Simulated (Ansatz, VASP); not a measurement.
**I: VASP beside Ansatz**

INCAR

```
PREC     = Accurate       # precision mode
ENCUT    = 600            # plane-wave cutoff, eV
EDIFF    = 1E-6           # SCF threshold, eV
ISMEAR   = 0              # smearing method
SIGMA    = 0.01           # smearing width, eV
LREAL    = False          # projectors in reciprocal space
LASPH    = True           # aspherical terms in the spheres
NELM     = 80             # most SCF steps
ALGO     = Normal         # electronic algorithm
ISIF     = 3              # what is computed and relaxed
LWAVE    = False          # write WAVECAR
LCHARG   = False          # write CHGCAR
GGA      = PE             # functional
IBRION   = 2              # ionic algorithm
NSW      = 100            # ionic steps
EDIFFG   = -0.01          # ionic threshold
```

Contents of KPOINTS:

```
Automatic mesh
0
Gamma
  10 10 10
```

Contents of POSCAR:

```
I
1.0
    0.0000000000      4.6631921506      5.4594873882
    2.1714795622      0.0000000000      5.4594873882
    2.1714795622      4.6631921506      0.0000000000
I
2
Direct
    0.3708942566      0.3708942566      0.6291057434
    0.6291057434      0.6291057434      0.3708942566
```

Input for Ansatz:

```yaml
crystal:
  lattice:
    - [0.0, 4.6631921506, 5.4594873882]
    - [2.1714795622, 0.0, 5.4594873882]
    - [2.1714795622, 4.6631921506, 0.0]
  atoms:
    - { symbol: I, position: [0.3708942566, 0.3708942566, 0.6291057434] }
    - { symbol: I, position: [0.6291057434, 0.6291057434, 0.3708942566] }
basis:
  ecutwfc: 420
kpoints:
  mp_grid: { grid: [10, 10, 10] }
hamiltonian:
  xc: pbe
scf:
  occupations: { method: gaussian, width: 0.01 }
output:
  forces: true
  stress: true
  eigenvalues: true
relax:
  adjacent_minimum: "off"
  f_tol: 0.01
  max_steps: 80
  cell: { stress_tol: 0.05 }
```

Alike in both runs: task relaxation of cell and atoms; functional PBE; k mesh 10 × 10 × 10; occupations gaussian, width 0.01 eV; no spin polarisation.

```csv
,VASP,Ansatz
version,VASP 6.6.1,Ansatz 0.2.0
potentials or method,"VASP PAW PBE potentials, release 64 (I), cutoff 600 eV","scalar-relativistic, plane waves, PAW"
valence electrons in the cell,14,34
```

|  | VASP | Ansatz | Ansatz less VASP |
| --- | --- | --- | --- |
| gap on the k mesh at the Fermi level, each at its own relaxed structure (eV) | 0.20 | 0.21 | +0.013 |
| relaxed volume (Å³/atom) | 55.25 | 55.28 | +0.034 |
| relaxed length of the cell vector where the two differ most in proportion (Å) | 5.872 | 5.875 | +0.0037 |

VASP's potentials hold 14 valence electrons a cell and Ansatz's 34, so a difference there can come from the potentials and not from the codes.

Neither program's run includes spin-orbit coupling.
